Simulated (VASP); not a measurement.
# Al3N (P3m1) in VASP: further runs

Runs on Al3N. Level: PBE. Tasks: single point.

Everything below comes from runs of VASP 6.6.1. Logs are shortened: lines on timing, memory, paths and dates and some standing lists are left out, and cuts for length are marked.

### Step 1. The cell of the first run

The structure is trigonal, space group P3m1 (No. 156). Conventional cell: a = 3.020 Å, b = 3.020 Å, c = 14.510 Å, α = 90.00°, β = 90.00°, γ = 120.00°. Al (site symmetry 3m) has 4 N at 1.86 to 1.90 Å within 2.5 Å. Al (site symmetry 3m) has 3 N at 1.88 Å within 2.5 Å. Within 2.6 Å of Al (site symmetry 3m) lie 1 N at 1.92 Å. Al (site symmetry 3m) has 12 Al at 2.86 to 3.02 Å within 3.8 Å. Within 3.8 Å of Al (site symmetry 3m) lie 12 Al at 2.87 to 3.02 Å. Al (site symmetry 3m) has 12 Al at 2.87 to 3.02 Å and 1 N at 3.13 Å within 3.8 Å. N (site symmetry 3m) has 4 Al at 1.86 to 1.92 Å within 2.5 Å. Within 2.5 Å of N (site symmetry 3m) lie 4 Al at 1.88 to 1.90 Å.

### Step 2. Single point, PBE

INCAR reads:

```
  PREC = Accurate
  ENCUT = 520
  EDIFF = 1E-7
  ISMEAR = 0
  SIGMA = 0.2
  LREAL = False
  LASPH = True
  NELM = 100
  ALGO = Normal
  ISIF = 2
  LWAVE = False
  LCHARG = False
  GGA = PE
  NBANDS = 24
```

KPOINTS reads:

```
regular mesh
0
Gamma
  6 6 2
```

POSCAR reads:

```
Al3N
1.0
    3.0204665856      0.0000000000      0.0000000000
   -1.5102332928      2.6158007944      0.0000000000
    0.0000000000      0.0000000000     14.5095329477
Al N
6 2
Direct
    0.3333333333      0.6666666667      0.1821685615
    0.0000000000      0.0000000000      0.0027812518
    0.0000000000      0.0000000000      0.3590379322
    0.3333333333      0.6666666667      0.5155415268
    0.6666666667      0.3333333333      0.6779909338
    0.3333333333      0.6666666667      0.8350308346
    0.0000000000      0.0000000000      0.2264618759
    0.3333333333      0.6666666667      0.0509870834
```

Potentials or basis: VASP PAW PBE potentials, release 64 (Al, N).

Command:

```
$ cat potpaw_PBE.64/Al/POTCAR potpaw_PBE.64/N/POTCAR > POTCAR
$ mpirun -np 1 vasp_std > vasp.out
```

OUTCAR:

```text
PREC = Accurate
   ENCUT = 520
   EDIFF = 1E-7
   ISMEAR = 0
   LREAL = False
   LASPH = True
   NELM = 100
   ISIF = 2
   GGA = PE

 ion  position               nearest neighbor table
   1  0.333  0.667  0.182-   7 1.86   7 1.86   7 1.86   8 1.90   3 3.10   3 3.10   3 3.10   2 3.13
                             2 3.13   2 3.13
   2  0.000  0.000  0.003-   8 1.88   8 1.88   8 1.88   6 2.99   6 2.99   6 2.99   1 3.13   1 3.13
                             1 3.13
   3  0.000  0.000  0.359-   7 1.92   4 2.86   4 2.86   4 2.86   1 3.10   1 3.10   1 3.10
   4  0.333  0.667  0.516-   3 2.86   3 2.86   3 2.86   5 2.93   5 2.93   5 2.93
   5  0.667  0.333  0.678-   6 2.87   6 2.87   6 2.87   4 2.93   4 2.93   4 2.93
   6  0.333  0.667  0.835-   5 2.87   5 2.87   5 2.87   2 2.99   2 2.99   2 2.99
   7  0.000  0.000  0.226-   1 1.86   1 1.86   1 1.86   3 1.92
   8  0.333  0.667  0.051-   2 1.88   2 1.88   2 1.88   1 1.90

  LATTYP: Found a hexagonal cell.
 ALAT       =     3.0204665856
 C/A-ratio  =     4.8037389378

  Lattice vectors:

 A1 = (   3.0204665856,   0.0000000000,   0.0000000000)
 A2 = (  -1.5102332928,   2.6158007944,   0.0000000000)
 A3 = (   0.0000000000,   0.0000000000,  14.5095329477)

Analysis of symmetry for initial positions (statically):
=====================================================================
 Subroutine PRICEL returns:
 Original cell was already a primitive cell.

 Routine SETGRP: Setting up the symmetry group for a
 hexagonal supercell.

 Subroutine GETGRP returns: Found  6 space group operations
 (whereof  6 operations were pure point group operations)
 out of a pool of 24 trial point group operations.

The static configuration has the point symmetry C_3v.

Analysis of symmetry for dynamics (positions and initial velocities):
=====================================================================
 Subroutine PRICEL returns:
 Original cell was already a primitive cell.

 Routine SETGRP: Setting up the symmetry group for a
 hexagonal supercell.

 Subroutine GETGRP returns: Found  6 space group operations
 (whereof  6 operations were pure point group operations)
 out of a pool of 24 trial point group operations.

The dynamic configuration has the point symmetry C_3v.

 Subroutine INISYM returns: Found  6 space group operations
 (whereof  6 operations are pure point group operations),
 and found     1 'primitive' translations

----------------------------------------------------------------------------------------

                                     Primitive cell

  volume of cell :     114.6389

  direct lattice vectors                    reciprocal lattice vectors
     3.020466586  0.000000000  0.000000000     0.331074677  0.191146054  0.000000000
    -1.510233293  2.615800794  0.000000000     0.000000000  0.382292108  0.000000000
     0.000000000  0.000000000 14.509532948     0.000000000  0.000000000  0.068920206

  length of vectors
     3.020466586  3.020466586 14.509532948     0.382292108  0.382292108  0.068920206

  position of ions in fractional coordinates (direct lattice)
     0.333333333  0.666666667  0.182168561
     0.000000000  0.000000000  0.002781252
     0.000000000  0.000000000  0.359037932
     0.333333333  0.666666667  0.515541527
     0.666666667  0.333333333  0.677990934
     0.333333333  0.666666667  0.835030835
     0.000000000  0.000000000  0.226461876
     0.333333333  0.666666667  0.050987083

  ion indices of the primitive-cell ions
   primitive index   ion index
                 1           1
                 2           2
                 3           3
                 4           4
                 5           5
                 6           6
                 7           7
                 8           8

----------------------------------------------------------------------------------------

 KPOINTS: regular mesh

Automatic generation of k-mesh.
 Grid dimensions read from file:
 generate k-points for:    6    6    2

 Generating k-lattice:

  Cartesian coordinates                     Fractional coordinates (reciprocal lattice)
     0.055179113  0.031857676  0.000000000     0.166666667  0.000000000  0.000000000
     0.000000000  0.063715351  0.000000000     0.000000000  0.166666667  0.000000000
     0.000000000  0.000000000  0.034460103     0.000000000  0.000000000  0.500000000

  Length of vectors
     0.063715351  0.063715351  0.034460103

  Shift w.r.t. Gamma in fractional coordinates (k-lattice)
     0.000000000  0.000000000  0.000000000

 Subroutine IBZKPT returns following result:
 ===========================================

 Found     14 irreducible k-points:

 Following reciprocal coordinates:
            Coordinates               Weight
  0.000000  0.000000  0.000000      1.000000
  0.166667  0.000000  0.000000      6.000000
  0.333333  0.000000  0.000000      6.000000
  0.500000 -0.000000  0.000000      3.000000
  0.166667  0.166667  0.000000      6.000000
  0.333333  0.166667  0.000000     12.000000
  0.333333  0.333333  0.000000      2.000000
  0.000000  0.000000  0.500000      1.000000
  0.166667  0.000000  0.500000      6.000000
  0.333333  0.000000  0.500000      6.000000
  0.500000 -0.000000  0.500000      3.000000
  0.166667  0.166667  0.500000      6.000000
  0.333333  0.166667  0.500000     12.000000
  0.333333  0.333333  0.500000      2.000000
   k-points           NKPTS =     14   k-points in BZ     NKDIM =     14   number of bands    NBANDS=     24
   number of dos      NEDOS =    301   number of ions     NIONS =      8
   total plane-waves  NPLWV =  62208
   dimension x,y,z NGX =    24 NGY =   24 NGZ =  108
   dimension x,y,z NGXF=    48 NGYF=   48 NGZF=  216
   ions per type =               6   2
   NGX,Y,Z   is equivalent  to a cutoff of  13.21, 13.21, 12.37 a.u.
   NGXF,Y,Z  is equivalent  to a cutoff of  26.42, 26.42, 24.75 a.u.
 SYSTEM =  unknown system
   PREC   = accura    normal or accurate (medium, high low for compatibility)
   ISTART =      0    job   : 0-new  1-cont  2-samecut
   ICHARG =      2    charge: 1-file 2-atom 10-const
   ISPIN  =      1    spin polarized calculation?
   LNONCOLLINEAR =      F non collinear calculations
   LSORBIT =      F    spin-orbit coupling
   LASPH  =      T    aspherical Exc in radial PAW
   ENCUT  =  520.0 eV  38.22 Ry    6.18 a.u.   5.62  5.62 26.98*2*pi/ulx,y,z
   NELM   =    100;   NELMIN=  2; NELMDL= -5     # of ELM steps
   EDIFF  = 0.1E-06   stopping-criterion for ELM
   LREAL  =      F    real-space projection
   EDIFFG = 0.1E-05   stopping-criterion for IOM
   NSW    =      0    number of steps for IOM
   IBRION =     -1    ionic relax: 0-MD 1-quasi-New 2-CG
   NFREE  =      0    steps in history (QN), initial steepest desc. (CG)
   ISIF   =      2    stress and relaxation
   ISYM   =      2    0-nonsym 1-usesym 2-fastsym
   POTIM  = 0.5000    time-step for ionic-motion
   TEBEG  =    0.0;   TEEND  =   0.0 temperature during run
   PSTRESS=    0.0 pullay stress
   NELECT =      28.0000    total number of electrons
   NUPDOWN=      -1.0000    fix difference up-down
   EMIN   =  10.00;   EMAX   =-10.00  energy-range for DOS
   EFERMI =   0.00;   METHOD = LEGACY
   ISMEAR =     0;   SIGMA  =   0.20  broadening in eV -4-tet -1-fermi 0-gaus
   EFERMI_NEDOS =   21; number of points for ismear=-14 and -15
   IALGO  =     38    algorithm
   IMIX   =      4    mixing-type and parameters
     AMIX     =   0.40;   BMIX     =  1.00
     AMIX_MAG =   1.60;   BMIX_MAG =  1.00
  volume/ion in A,a.u.               =      14.33        96.70
  Fermi-wavevector in a.u.,A,eV,Ry     =   1.023333  1.933818 14.248151  1.047210
  Thomas-Fermi vector in A             =   2.157060
   LORBIT       =      0    0 simple, 1 ext, 2 COOP (PROOUT), +10 PAW based schemes
   GGA     = PE    functional components
   LHFCALC =     F    Hartree Fock is set to
   AEXX    =    0.0000 exact exchange contribution
   IVDW    =     0    specifies the selected vdW correction
   LEPSILON=     F    determine dielectric tensor
   LRPA    =     F    only Hartree local field effects (RPA)
 non-spin polarized calculation
 Gauss-broadening in eV      SIGMA  =   0.20
  energy-cutoff  :      520.00
  volume of cell :      114.64
 maximum number of plane-waves:      3125
 NGX is ok and might be reduce to    24
   NGX = 11   NGY = 11   NGZ = 53

 number of electron      27.9999998 magnetization

 Free energy of the ion-electron system (eV)
  ---------------------------------------------------
  ext. energy  EPLUGINS =         0.00000000
  ---------------------------------------------------
  free energy    TOTEN  =       -43.46000739 eV

  energy without entropy =      -43.41877369  energy(sigma->0) =      -43.43939054

 E-fermi :   7.4973     XC(G=0): -10.2405

 val. band max:        7.4300315749   @ k =   0.5000  -0.0000   0.0000
 cond. band min:       7.5501762587   @ k =   0.3333   0.1667   0.5000
 fundamental gap:      0.1201446838
 Fermi energy:         7.4972607773

 k-point     1 :       0.0000    0.0000    0.0000
  band No.  band energies     occupation
      1      -9.6710      2.00000
      2      -8.6964      2.00000
      3      -2.7073      2.00000
      4      -1.8161      2.00000
      5      -1.1289      2.00000
      6       1.0772      2.00000
[... 16 lines left out ...]
     23      17.0111      0.00000
     24      17.0163      0.00000

 k-point     2 :       0.1667    0.0000    0.0000
  band No.  band energies     occupation
      1      -9.3139      2.00000
      2      -8.4018      2.00000
      3      -2.1150      2.00000
      4      -1.2491      2.00000
      5      -0.6105      2.00000
      6       1.4502      2.00000
[... 16 lines left out ...]
     23      15.1786      0.00000
     24      15.4233      0.00000
[... 295 lines left out ...]
     23      12.3687      0.00000
     24      12.6499      0.00000

 k-point    14 :       0.3333    0.3333    0.5000
  band No.  band energies     occupation
      1      -7.4042      2.00000
      2      -7.3153      2.00000
      3       0.8707      2.00000
      4       0.9174      2.00000
      5       1.0082      2.00000
      6       1.8705      2.00000
[... 16 lines left out ...]
     23      11.3859      0.00000
     24      12.0004      0.00000

------------------------ aborting loop because EDIFF is reached ----------------------------------------

  FORCE on cell =-STRESS in cart. coord.  units (eV):
  Direction    XX          YY          ZZ          XY          YZ          ZX
  --------------------------------------------------------------------------------------
  -------------------------------------------------------------------------------------
  Total        0.0109395      0.0109395      0.0938082      0.0000000      0.0000000      0.0000000
  in kB        0.1528893      0.1528893      1.3110504      0.0000000      0.0000000      0.0000000
  external PRESSURE =       0.5389430 kB  Pullay stress =       0.0000000 kB

 VOLUME and BASIS-vectors are now :
 -----------------------------------------------------------------------------
  energy-cutoff  :      520.00
  volume of cell :      114.64
      direct lattice vectors                 reciprocal lattice vectors
     3.020466586  0.000000000  0.000000000     0.331074677  0.191146054  0.000000000
    -1.510233293  2.615800794  0.000000000     0.000000000  0.382292108  0.000000000
     0.000000000  0.000000000 14.509532948     0.000000000  0.000000000  0.068920206

 POSITION                                       TOTAL-FORCE (eV/Angst)
 -----------------------------------------------------------------------------------
     -0.00000      1.74387      2.64318        -0.000000      0.000000     -0.003462
      0.00000      0.00000      0.04035         0.000000     -0.000000      0.001255
      0.00000      0.00000      5.20947         0.000000      0.000000     -0.004371
     -0.00000      1.74387      7.48027         0.000000      0.000000     -0.000505
      1.51023      0.87193      9.83733         0.000000      0.000000     -0.000491
     -0.00000      1.74387     12.11591         0.000000      0.000000      0.003341
      0.00000      0.00000      3.28586         0.000000      0.000000     -0.002789
     -0.00000      1.74387      0.73980         0.000000      0.000000      0.007023
 -----------------------------------------------------------------------------------
    total drift:                                0.000000     -0.000000     -0.000484

  FREE ENERGIE OF THE ION-ELECTRON SYSTEM (eV)
  ---------------------------------------------------
  free  energy   TOTEN  =       -43.4600073886 eV

  energy  without entropy=      -43.4187736880  energy(sigma->0) =      -43.43939054
```

Run time: 36 s. Hardware: 1 thread of Intel Xeon Platinum 8488C (Sapphire Rapids), shared host; peak memory 0.23 GiB.

Results:

| Item | Value |
| --- | --- |
| Free energy | -43.4600 eV |
| Pressure | 0.1 GPa |
| Largest force | 0.007 eV/Å |
| Band gap on the k mesh | zero (band 14 reaches 9.22 eV, above the bottom of band 15 at 6.82 eV) |

Forces in eV/Å, atoms in the order of the input:
```
Al   0.000  0.000 -0.003
Al   0.000  0.000  0.001
Al   0.000  0.000 -0.004
Al   0.000  0.000 -0.001
Al   0.000  0.000  0.000
Al   0.000  0.000  0.003
N    0.000  0.000 -0.003
N    0.000  0.000  0.007
```

Levels at points of the mesh, in eV from the Fermi level:
| k point | band 11 | band 12 | band 13 | band 14 | band 15 | band 16 | band 17 | band 18 |
| --- | --- | --- | --- | --- | --- | --- | --- | --- |
| (0.00, 0.00, 0.00) | -2.34 | -2.34 | -2.10 | 1.40 | 3.03 | 5.38 | 6.01 | 8.51 |
| (0.50, 0.00, 0.00) | -3.72 | -3.16 | -2.10 | -1.98 | -0.33 | -0.07 | 1.83 | 2.51 |
| (0.00, 0.00, 0.50) | -2.34 | -2.34 | -1.17 | 0.57 | 4.08 | 4.56 | 6.13 | 8.14 |
| (0.50, 0.00, 0.50) | -3.59 | -3.16 | -2.33 | -2.07 | -0.15 | 0.16 | 1.75 | 1.95 |

Caveat: the k points lie up to 0.40 Å⁻¹ apart.

(Continued in part 2 of 2.)
